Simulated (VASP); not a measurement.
Write the native input for VASP 6.6.1 that does the following.

```
Task                   : single point
Functional             : PBE
Potentials or basis    : VASP PAW PBE potentials, release 64 (Sr_sv, Ca_sv)
Cutoff                 : 520 eV
k mesh                 : 6 × 6 × 4
Occupations            : gaussian, width 0.1 eV
Spin                   : no spin polarisation
Dipole correction      : no
Further INCAR settings : ALGO = Normal; EDIFF = 1e-07; NBANDS = 22
```

The structure of Sr2Ca lies in POSCAR:

```
Sr2Ca
1.0
    3.9779927109      0.0000000000      0.0000000000
    0.0000000000      3.9779927109      0.0000000000
    0.0000000000      0.0000000000      9.9470145793
Sr Ca
2 1
Direct
    0.5000000000      0.5000000000      0.3002299623
    0.5000000000      0.5000000000      0.7007263959
    0.0000000000      0.0000000000     -0.0009563582
```

One way to write it, as run:

INCAR

```
PREC = Accurate
ENCUT = 520
EDIFF = 1E-7
ISMEAR = 0
SIGMA = 0.1
LREAL = False
LASPH = True
NELM = 60
ALGO = Normal
ISIF = 2
LWAVE = False
LCHARG = False
GGA = PE
NBANDS = 22
```

KPOINTS

```
regular mesh
0
Gamma
  6 6 4
```

Potentials or basis: VASP PAW PBE potentials, release 64 (Sr_sv, Ca_sv).

Launch:

```sh
$ cat potpaw_PBE.64/Sr_sv/POTCAR potpaw_PBE.64/Ca_sv/POTCAR > POTCAR
$ mpirun -np 1 vasp_std > vasp.out
```

It gave:

```
Pressure               : 0.0 GPa
Largest force          : 0.033 eV/Å
Band gap on the k mesh : zero (bands 15 and 16 overlap by 0.44 eV)
```

Run time: 74 s on 1 thread of Intel(R) Xeon(R) Platinum 8488C (Sapphire Rapids), with other jobs on the host, peak memory 0.3 GiB.
